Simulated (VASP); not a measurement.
# InSe in VASP: single point with PBE+D3(BJ)

Aim: the single point of InSe with PBE+D3(BJ).

The COD entry that gives the cell may itself be a prediction, so a difference from it is no test against experiment.

All numbers are computed with VASP 6.6.1; they aren't measurements. Logs are shortened: lines on timing, memory, paths and dates and some standing lists are left out, and cuts for length are marked.

**1. The cell of the first run**

The cell holds a slab with vacuum, 8 atoms: a = 4.027 Å, b = 4.027 Å, c = 28.271 Å, α = 90.00°, β = 90.00°, γ = 120.00°.

**2. Single point, PBE+D3(BJ)**

INCAR reads:

```
  ALGO = Normal
  DIPOL = 0.5 0.5 0.405
  EDIFF = 1E-6
  ENCUT = 520
  GGA = PE
  IDIPOL = 3
  ISIF = 2
  ISMEAR = 0
  IVDW = 12
  LASPH = T
  LCHARG = F
  LDIPOL = T
  LREAL = F
  LWAVE = F
  NBANDS = 48
  NELM = 80
  PREC = Accurate
  SIGMA = 0.05
```

KPOINTS reads:

```
k-points
0
Gamma
  9 9 1
```

POSCAR reads:

```
InSe
1.0
    4.0266104195      0.0000000000      0.0000000000
   -2.0133052098      3.4871469144      0.0000000000
    0.0000000000      0.0000000000     28.2707101099
Se In
4 4
Direct
    0.0000000000      0.0000000000      0.1591753438
    0.0000000000      0.0000000000      0.3496677309
    0.4444444444      0.8888888889      0.4596755796
    0.4444444444      0.8888888889      0.6501679667
    0.6666666667      0.3333333333      0.2049979929
    0.6666666667      0.3333333333      0.3038451626
   -0.2222222222      0.5555555556      0.5054982288
   -0.2222222222      0.5555555556      0.6043453984
```

Potentials or basis: VASP PAW PBE potentials, release 64 (Se, In_d).

The run is started by

```console
> cat potpaw_PBE.64/Se/POTCAR potpaw_PBE.64/In_d/POTCAR > POTCAR
> mpirun -np 1 vasp_std > vasp.out
```

OUTCAR:

```text
EDIFF = 1E-6
   ENCUT = 520
   GGA = PE
   ISIF = 2
   ISMEAR = 0
   IVDW = 12
   LASPH = T
   LREAL = F
   NELM = 80
   PREC = Accurate
 IVDW          = 12

 ion  position               nearest neighbor table
   1  0.000  0.000  0.159-   5 2.66   5 2.66   5 2.66
   2  0.000  0.000  0.350-   6 2.66   6 2.66   6 2.66
   3  0.444  0.889  0.460-   7 2.66   7 2.66   7 2.66
   4  0.444  0.889  0.650-   8 2.66   8 2.66   8 2.66
   5  0.667  0.333  0.205-   1 2.66   1 2.66   1 2.66   6 2.79
   6  0.667  0.333  0.304-   2 2.66   2 2.66   2 2.66   5 2.79
   7  0.778  0.556  0.505-   3 2.66   3 2.66   3 2.66   8 2.79
   8  0.778  0.556  0.604-   4 2.66   4 2.66   4 2.66   7 2.79

  LATTYP: Found a hexagonal cell.
 ALAT       =     4.0266104195
 C/A-ratio  =     7.0209697896

  Lattice vectors:

 A1 = (   4.0266104195,   0.0000000000,   0.0000000000)
 A2 = (  -2.0133052098,   3.4871469144,   0.0000000000)
 A3 = (   0.0000000000,   0.0000000000,  28.2707101099)

Analysis of symmetry for initial positions (statically):
=====================================================================
 Subroutine PRICEL returns:
 Original cell was already a primitive cell.

 Routine SETGRP: Setting up the symmetry group for a
 hexagonal supercell.

 Subroutine GETGRP returns: Found  4 space group operations
 (whereof  2 operations were pure point group operations)
 out of a pool of 24 trial point group operations.

The static configuration has the point symmetry C_1h.
 The point group associated with its full space group is C_2h.

Analysis of symmetry for dynamics (positions and initial velocities):
=====================================================================
 Subroutine PRICEL returns:
 Original cell was already a primitive cell.

 Routine SETGRP: Setting up the symmetry group for a
 hexagonal supercell.

 Subroutine GETGRP returns: Found  4 space group operations
 (whereof  2 operations were pure point group operations)
 out of a pool of 24 trial point group operations.

The dynamic configuration has the point symmetry C_1h.
 The point group associated with its full space group is C_2h.

 Subroutine INISYM returns: Found  4 space group operations
 (whereof  2 operations are pure point group operations),
 and found     1 'primitive' translations

----------------------------------------------------------------------------------------

                                     Primitive cell

  volume of cell :     396.9598

[... 113 lines left out ...]
   EFERMI =   0.00;   METHOD = LEGACY
   ISMEAR =     0;   SIGMA  =   0.05  broadening in eV -4-tet -1-fermi 0-gaus
   EFERMI_NEDOS =   21; number of points for ismear=-14 and -15
   IALGO  =     38    algorithm
   IMIX   =      4    mixing-type and parameters
     AMIX     =   0.40;   BMIX     =  1.00
     AMIX_MAG =   1.60;   BMIX_MAG =  1.00
  volume/ion in A,a.u.               =      49.62       334.85
  Fermi-wavevector in a.u.,A,eV,Ry     =   0.943548  1.783047 12.113024  0.890282
  Thomas-Fermi vector in A             =   2.071266
   LORBIT       =      0    0 simple, 1 ext, 2 COOP (PROOUT), +10 PAW based schemes
   GGA     = PE    functional components
   LHFCALC =     F    Hartree Fock is set to
   AEXX    =    0.0000 exact exchange contribution
   IVDW    =    12    specifies the selected vdW correction
   LEPSILON=     F    determine dielectric tensor
   LRPA    =     F    only Hartree local field effects (RPA)
 non-spin polarized calculation
 Gauss-broadening in eV      SIGMA  =   0.05
  energy-cutoff  :      520.00
  volume of cell :      396.96
 maximum number of plane-waves:     10749
 NGX is ok and might be reduce to    30
   NGX = 15   NGY = 15   NGZ =105

 dipolmoment           0.000000      0.000000      0.000007 electrons x Angstroem

 number of electron      75.9999999 magnetization

 dipolmoment           0.000000      0.000000     -0.000026 electrons x Angstroem

 Free energy of the ion-electron system (eV)
  ---------------------------------------------------
  ext. energy  EPLUGINS =         0.00000000
  ---------------------------------------------------
  free energy    TOTEN  =       -28.36703543 eV

  energy without entropy =      -28.36703543  energy(sigma->0) =      -28.36703543

 E-fermi :   0.1128     XC(G=0):  -5.6412

 val. band max:       -0.1596152249   @ k =   0.0000   0.1111   0.0000
 cond. band min:       0.9169537419   @ k =   0.0000   0.0000   0.0000
 fundamental gap:      1.0765689668
 Fermi energy:         0.1127999284

 k-point     1 :       0.0000    0.0000    0.0000
  band No.  band energies     occupation
      1     -14.5185      2.00000
      2     -14.5182      2.00000
      3     -14.3354      2.00000
      4     -14.3352      2.00000
      5     -14.3345      2.00000
      6     -14.3343      2.00000
[... 1213 lines left out ...]
     47       5.2597      0.00000
     48       5.3578      0.00000

 [... further k-points ...]

------------------------ aborting loop because EDIFF is reached ----------------------------------------

 vacuum level on the upper side and lower side of the slab       (xc-potential included)        -0.123        -0.123

 Edisp (eV)   -2.05609

 E8    (eV) :    -0.9646

  FORCE on cell =-STRESS in cart. coord.  units (eV):
  Direction    XX          YY          ZZ          XY          YZ          ZX
  --------------------------------------------------------------------------------------
  -------------------------------------------------------------------------------------
  Total       0.18434    -0.08607    -0.14479     0.00000    -0.06119     0.00000
  in kB       0.74403    -0.34740    -0.58440     0.00000    -0.24697     0.00000
  external pressure =       -0.06 kB  Pullay stress =        0.00 kB

 VOLUME and BASIS-vectors are now :
 -----------------------------------------------------------------------------
  energy-cutoff  :      520.00
  volume of cell :      396.96
      direct lattice vectors                 reciprocal lattice vectors
     4.026610419  0.000000000  0.000000000     0.248347840  0.143383692  0.000000000
    -2.013305210  3.487146914  0.000000000     0.000000000  0.286767384  0.000000000
     0.000000000  0.000000000 28.270710110     0.000000000  0.000000000  0.035372299

 POSITION                                       TOTAL-FORCE (eV/Angst)
 -----------------------------------------------------------------------------------
      0.00000      0.00000      4.50000        -0.000000      0.001144     -0.010884
      0.00000      0.00000      9.88536        -0.000000      0.030965      0.007462
     -0.00000      3.09969     12.99536         0.000000     -0.030965     -0.007462
     -0.00000      3.09969     18.38071         0.000000     -0.001144      0.010884
      2.01331      1.16238      5.79544        -0.000000      0.002651      0.011419
      2.01331      1.16238      8.58992         0.000000     -0.014029      0.013923
      2.01331      1.93730     14.29079        -0.000000      0.014029     -0.013923
      2.01331      1.93730     17.08527         0.000000     -0.002651     -0.011419
 -----------------------------------------------------------------------------------
    total drift:                                0.000000     -0.000001     -0.003335

  FREE ENERGIE OF THE ION-ELECTRON SYSTEM (eV)
  ---------------------------------------------------
  free  energy   TOTEN  =       -30.4231204529 eV

  energy  without entropy=      -30.4231204529  energy(sigma->0) =      -30.42312045

 vacuum level on the upper side and lower side of the slab         5.400         5.401
```

OSZICAR:

```text
N       E                     dE             d eps       ncg     rms          rms(c)
DAV:   1     0.724361924997E+03    0.72436E+03   -0.32815E+04  2488   0.150E+03
DAV:   2     0.724225840000E+02   -0.65194E+03   -0.63347E+03  2520   0.383E+02
DAV:   3    -0.231578724743E+02   -0.95580E+02   -0.93254E+02  2920   0.176E+02
[... 15 lines left out ...]
DAV:  19    -0.283670197585E+02   -0.11739E-04   -0.21449E-07  1808   0.231E-03    0.931E-04
DAV:  20    -0.283670286537E+02   -0.88952E-05   -0.16426E-07  1712   0.585E-03    0.833E-04
DAV:  21    -0.283670319443E+02   -0.32906E-05   -0.64953E-08  1584   0.193E-03    0.527E-04
DAV:  22    -0.283670350229E+02   -0.30786E-05   -0.86772E-08  1640   0.125E-03    0.219E-04
DAV:  23    -0.283670354287E+02   -0.40579E-06   -0.18430E-08  1464   0.874E-04
   1 F= -.30423120E+02 E0= -.30423120E+02  d E =-.179730E-15
```

stdout:

```text
POSCAR found type information on POSCAR SeIn
 POSCAR found :  2 types and       8 ions
 scaLAPACK will be used
 LDA part: xc-table for (Slater+PW92), standard interpolation
 POSCAR, INCAR and KPOINTS ok, starting setup
 FFT: planning ... GRIDC
 FFT: planning ... GRID_SOFT
 FFT: planning ... GRID
 WAVECAR not read
 entering main loop
```

Wall time 6.5 min (1 thread of AMD EPYC 9R45 (Zen 5), shared host); peak memory 0.63 GiB.

Results:

```yaml
Free_energy: -30.4231 eV
Largest_force: 0.032 eV/Å
Band_gap_on_the_k_mesh: 1.08 eV, indirect (least direct gap 1.14 eV)
Dispersion_energy_per_atom: -0.257 eV
```

Forces on the atoms (eV/Å):
```
Se   0.000  0.001 -0.011
Se   0.000  0.031  0.007
Se   0.000 -0.031 -0.007
Se   0.000 -0.001  0.011
In   0.000  0.003  0.011
In   0.000 -0.014  0.014
In   0.000  0.014 -0.014
In   0.000 -0.003 -0.011
```

Levels at points of the mesh, in eV from the valence-band top:
```csv
k point,band 35,band 36,band 37,band 38,band 39,band 40,band 41,band 42
"(0.00, 0.00, 0.00)",-0.74,-0.72,-0.64,-0.06,1.08,1.72,2.47,2.57
```

Caveat: spin-orbit coupling is left out, which moves the levels of the heavy elements.
